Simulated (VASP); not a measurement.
# WCl (F-43m) in VASP: single point with PBE

Aim: the single point of WCl with PBE.

Program: VASP 6.6.1. These are calculated values, not measurements. Logs are shortened: lines on timing, memory, paths and dates and some standing lists are left out, and cuts for length are marked.

### 1 The cell of the first run

The structure is cubic, space group F-43m (No. 216). Conventional cell: a = 5.345 Å, b = 5.345 Å, c = 5.345 Å, α = 90.00°, β = 90.00°, γ = 90.00°. Within 3.1 Å of W (site symmetry -43m) lie 4 Cl at 2.31 Å. Within 3.1 Å of Cl (site symmetry -43m) lie 4 W at 2.31 Å.

### 2 Single point, PBE

Input file INCAR:

```
PREC = Accurate
ENCUT = 500
EDIFF = 1E-6
ISMEAR = 0
SIGMA = 0.2
LREAL = F
LASPH = T
NELM = 120
ALGO = Normal
ISIF = 2
LWAVE = F
LCHARG = T
GGA = PE
LELF = T
LVHAR = T
NBANDS = 18
GGA_COMPAT = F
```

Input file KPOINTS:

```
regular mesh
0
Gamma
  6 6 6
```

Input file POSCAR:

```
WCl
1.0
    0.0000000000      2.6723626040      2.6723626040
    2.6723626040      0.0000000000      2.6723626040
    2.6723626040      2.6723626040      0.0000000000
W Cl
1 1
Direct
    0.2500000000      0.2500000000      0.2500000000
    0.0000000000      0.0000000000      0.0000000000
```

Potentials or basis: VASP PAW PBE potentials, release 64 (W_sv, Cl).

The run is started by

```bash
cat potpaw_PBE.64/W_sv/POTCAR potpaw_PBE.64/Cl/POTCAR > POTCAR
mpirun -np 1 vasp_std > vasp.out
```

OUTCAR:

```text
PREC = Accurate
   ENCUT = 500
   EDIFF = 1E-6
   ISMEAR = 0
   LREAL = F
   LASPH = T
   NELM = 120
   ISIF = 2
   GGA = PE

 ion  position               nearest neighbor table
   1  0.250  0.250  0.250-   2 2.31   2 2.31   2 2.31   2 2.31
   2  0.000  0.000  0.000-   1 2.31   1 2.31   1 2.31   1 2.31

  LATTYP: Found a face centered cubic cell.
 ALAT       =     5.3447252080

  Lattice vectors:

 A1 = (   0.0000000000,   2.6723626040,   2.6723626040)
 A2 = (   2.6723626040,   0.0000000000,   2.6723626040)
 A3 = (   2.6723626040,   2.6723626040,   0.0000000000)

Analysis of symmetry for initial positions (statically):
=====================================================================
 Subroutine PRICEL returns:
 Original cell was already a primitive cell.

 Routine SETGRP: Setting up the symmetry group for a
 face centered cubic supercell.

 Subroutine GETGRP returns: Found 24 space group operations
 (whereof 24 operations were pure point group operations)
 out of a pool of 48 trial point group operations.

The static configuration has the point symmetry T_d .

Analysis of symmetry for dynamics (positions and initial velocities):
=====================================================================
 Subroutine PRICEL returns:
 Original cell was already a primitive cell.

 Routine SETGRP: Setting up the symmetry group for a
 face centered cubic supercell.

 Subroutine GETGRP returns: Found 24 space group operations
 (whereof 24 operations were pure point group operations)
 out of a pool of 48 trial point group operations.

The dynamic configuration has the point symmetry T_d .

 Subroutine INISYM returns: Found 24 space group operations
 (whereof 24 operations are pure point group operations),
 and found     1 'primitive' translations

----------------------------------------------------------------------------------------

                                     Primitive cell

  volume of cell :      38.1695

  direct lattice vectors                    reciprocal lattice vectors
     0.000000000  2.672362604  2.672362604    -0.187100358  0.187100358  0.187100358
     2.672362604  0.000000000  2.672362604     0.187100358 -0.187100358  0.187100358
     2.672362604  2.672362604  0.000000000     0.187100358  0.187100358 -0.187100358

  length of vectors
     3.779291438  3.779291438  3.779291438     0.324067326  0.324067326  0.324067326

  position of ions in fractional coordinates (direct lattice)
     0.250000000  0.250000000  0.250000000
     0.000000000  0.000000000  0.000000000

  ion indices of the primitive-cell ions
   primitive index   ion index
                 1           1
                 2           2

----------------------------------------------------------------------------------------

 KPOINTS: regular mesh

Automatic generation of k-mesh.
 Grid dimensions read from file:
 generate k-points for:    6    6    6

 Generating k-lattice:

  Cartesian coordinates                     Fractional coordinates (reciprocal lattice)
    -0.031183393  0.031183393  0.031183393     0.166666667  0.000000000  0.000000000
     0.031183393 -0.031183393  0.031183393     0.000000000  0.166666667  0.000000000
     0.031183393  0.031183393 -0.031183393     0.000000000  0.000000000  0.166666667

  Length of vectors
     0.054011221  0.054011221  0.054011221

  Shift w.r.t. Gamma in fractional coordinates (k-lattice)
     0.000000000  0.000000000  0.000000000

 Subroutine IBZKPT returns following result:
 ===========================================

 Found     16 irreducible k-points:

 Following reciprocal coordinates:
            Coordinates               Weight
  0.000000  0.000000  0.000000      1.000000
  0.166667  0.000000  0.000000      8.000000
  0.333333  0.000000  0.000000      8.000000
  0.500000  0.000000  0.000000      4.000000
  0.166667  0.166667  0.000000      6.000000
  0.333333  0.166667  0.000000     24.000000
[... 8 lines left out ...]
 -0.333333  0.333333  0.166667     24.000000
 -0.333333  0.500000  0.166667     12.000000
   k-points           NKPTS =     16   k-points in BZ     NKDIM =     16   number of bands    NBANDS=     18
   number of dos      NEDOS =    301   number of ions     NIONS =      2
   total plane-waves  NPLWV =  21952
   dimension x,y,z NGX =    28 NGY =   28 NGZ =   28
   dimension x,y,z NGXF=    56 NGYF=   56 NGZF=   56
   ions per type =               1   1
   NGX,Y,Z   is equivalent  to a cutoff of  12.32, 12.32, 12.32 a.u.
   NGXF,Y,Z  is equivalent  to a cutoff of  24.63, 24.63, 24.63 a.u.
 SYSTEM =  unknown system
   PREC   = accura    normal or accurate (medium, high low for compatibility)
   ISTART =      0    job   : 0-new  1-cont  2-samecut
   ICHARG =      2    charge: 1-file 2-atom 10-const
   ISPIN  =      1    spin polarized calculation?
   LNONCOLLINEAR =      F non collinear calculations
   LSORBIT =      F    spin-orbit coupling
   LASPH  =      T    aspherical Exc in radial PAW
   ENCUT  =  500.0 eV  36.75 Ry    6.06 a.u.   6.89  6.89  6.89*2*pi/ulx,y,z
   NELM   =    120;   NELMIN=  2; NELMDL= -5     # of ELM steps
   EDIFF  = 0.1E-05   stopping-criterion for ELM
   LREAL  =      F    real-space projection
   EDIFFG = 0.1E-04   stopping-criterion for IOM
   NSW    =      0    number of steps for IOM
   IBRION =     -1    ionic relax: 0-MD 1-quasi-New 2-CG
   NFREE  =      0    steps in history (QN), initial steepest desc. (CG)
   ISIF   =      2    stress and relaxation
   ISYM   =      2    0-nonsym 1-usesym 2-fastsym
   POTIM  = 0.5000    time-step for ionic-motion
   TEBEG  =    0.0;   TEEND  =   0.0 temperature during run
   PSTRESS=    0.0 pullay stress
   NELECT =      21.0000    total number of electrons
   NUPDOWN=      -1.0000    fix difference up-down
   EMIN   =  10.00;   EMAX   =-10.00  energy-range for DOS
   EFERMI =   0.00;   METHOD = LEGACY
   ISMEAR =     0;   SIGMA  =   0.20  broadening in eV -4-tet -1-fermi 0-gaus
   EFERMI_NEDOS =   21; number of points for ismear=-14 and -15
   IALGO  =     38    algorithm
   IMIX   =      4    mixing-type and parameters
     AMIX     =   0.40;   BMIX     =  1.00
     AMIX_MAG =   1.60;   BMIX_MAG =  1.00
  volume/ion in A,a.u.               =      19.08       128.79
  Fermi-wavevector in a.u.,A,eV,Ry     =   1.341454  2.534981 24.483679  1.799500
  Thomas-Fermi vector in A             =   2.469687
   LORBIT       =      0    0 simple, 1 ext, 2 COOP (PROOUT), +10 PAW based schemes
   GGA     = PE    functional components
   LHFCALC =     F    Hartree Fock is set to
   AEXX    =    0.0000 exact exchange contribution
   IVDW    =     0    specifies the selected vdW correction
   LEPSILON=     F    determine dielectric tensor
   LRPA    =     F    only Hartree local field effects (RPA)
 non-spin polarized calculation
 Gauss-broadening in eV      SIGMA  =   0.20
  energy-cutoff  :      500.00
  volume of cell :       38.17
 maximum number of plane-waves:       982
   NGX = 13   NGY = 13   NGZ = 13

 number of electron      21.0000000 magnetization

 Free energy of the ion-electron system (eV)
  ---------------------------------------------------
  ext. energy  EPLUGINS =         0.00000000
  ---------------------------------------------------
  free energy    TOTEN  =       -11.53721151 eV

  energy without entropy =      -11.48937387  energy(sigma->0) =      -11.51329269

 E-fermi :   8.0380     XC(G=0): -11.0973

 val. band max:        8.0209942093   @ k =   0.1667   0.1667   0.0000
 cond. band min:       8.0478299441   @ k =   0.5000   0.3333   0.0000
 fundamental gap:      0.0268357349
 Fermi energy:         8.0379511620

 k-point     1 :       0.0000    0.0000    0.0000
  band No.  band energies     occupation
      1     -66.1142      2.00000
      2     -30.4167      2.00000
      3     -30.4167      2.00000
      4     -30.4167      2.00000
      5     -11.7445      2.00000
      6      -0.2214      2.00000
[... 10 lines left out ...]
     17      15.3583      0.00000
     18      20.6023      0.00000

 k-point     2 :       0.1667    0.0000    0.0000
  band No.  band energies     occupation
      1     -66.1136      2.00000
      2     -30.4410      2.00000
      3     -30.4200      2.00000
      4     -30.4200      2.00000
      5     -11.5999      2.00000
      6      -0.4823      2.00000
[... 10 lines left out ...]
     17      15.4886      0.00000
     18      20.8537      0.00000

 k-point     3 :       0.3333    0.0000    0.0000
  band No.  band energies     occupation
      1     -66.1126      2.00000
      2     -30.4890      2.00000
      3     -30.4267      2.00000
      4     -30.4267      2.00000
      5     -11.3115      2.00000
      6      -0.7536      2.00000
[... 10 lines left out ...]
     17      16.4626      0.00000
     18      20.8275      0.00000

 k-point     4 :       0.5000    0.0000    0.0000
  band No.  band energies     occupation
      1     -66.1120      2.00000
      2     -30.5127      2.00000
      3     -30.4300      2.00000
      4     -30.4300      2.00000
      5     -11.1684      2.00000
      6      -0.7799      2.00000
[... 207 lines left out ...]
      4     -30.4371      2.00000
      5     -11.1191      2.00000
      6      -0.8234      2.00000
[... 10 lines left out ...]
     17      16.9610      0.00000
     18      19.2801      0.00000

 k-point    15 :      -0.3333    0.3333    0.1667
  band No.  band energies     occupation
      1     -66.1115      2.00000
      2     -30.5001      2.00000
      3     -30.4612      2.00000
      4     -30.4418      2.00000
      5     -11.0241      2.00000
      6      -0.5220      2.00000
[... 10 lines left out ...]
     17      16.8324      0.00000
     18      19.5530      0.00000

 k-point    16 :      -0.3333    0.5000    0.1667
  band No.  band energies     occupation
      1     -66.1113      2.00000
      2     -30.5044      2.00000
      3     -30.4598      2.00000
      4     -30.4491      2.00000
      5     -10.9760      2.00000
      6      -0.8717      2.00000
[... 10 lines left out ...]
     17      16.5427      0.00000
     18      20.1822      0.00000

------------------------ aborting loop because EDIFF is reached ----------------------------------------

  FORCE on cell =-STRESS in cart. coord.  units (eV):
  Direction    XX          YY          ZZ          XY          YZ          ZX
  --------------------------------------------------------------------------------------
  -------------------------------------------------------------------------------------
  Total        0.0206724      0.0206724      0.0206724      0.0000000     -0.0000000      0.0000000
  in kB        0.8677333      0.8677333      0.8677333      0.0000000     -0.0000000      0.0000000
  external PRESSURE =       0.8677333 kB  Pullay stress =       0.0000000 kB

 VOLUME and BASIS-vectors are now :
 -----------------------------------------------------------------------------
  energy-cutoff  :      500.00
  volume of cell :       38.17
      direct lattice vectors                 reciprocal lattice vectors
     0.000000000  2.672362604  2.672362604    -0.187100358  0.187100358  0.187100358
     2.672362604  0.000000000  2.672362604     0.187100358 -0.187100358  0.187100358
     2.672362604  2.672362604  0.000000000     0.187100358  0.187100358 -0.187100358

 POSITION                                       TOTAL-FORCE (eV/Angst)
 -----------------------------------------------------------------------------------
      1.33618      1.33618      1.33618         0.000000      0.000000     -0.000000
      0.00000      0.00000      0.00000        -0.000000     -0.000000      0.000000
 -----------------------------------------------------------------------------------
    total drift:                               -0.000000     -0.000000     -0.000000

  FREE ENERGIE OF THE ION-ELECTRON SYSTEM (eV)
  ---------------------------------------------------
  free  energy   TOTEN  =       -11.5372115110 eV

  energy  without entropy=      -11.4893738653  energy(sigma->0) =      -11.51329269
```

It took 9.9 s on 1 thread of Intel Xeon Platinum 8559C (Emerald Rapids), shared host; peak memory 0.15 GiB.

What came out:

* Free energy: -11.5372 eV
* Pressure: 0.1 GPa

Caveat: spin-orbit coupling is left out, which moves the levels of the heavy elements; an odd number of electrons without spin polarisation forces a metal; a magnetic or distorted state may lie lower.
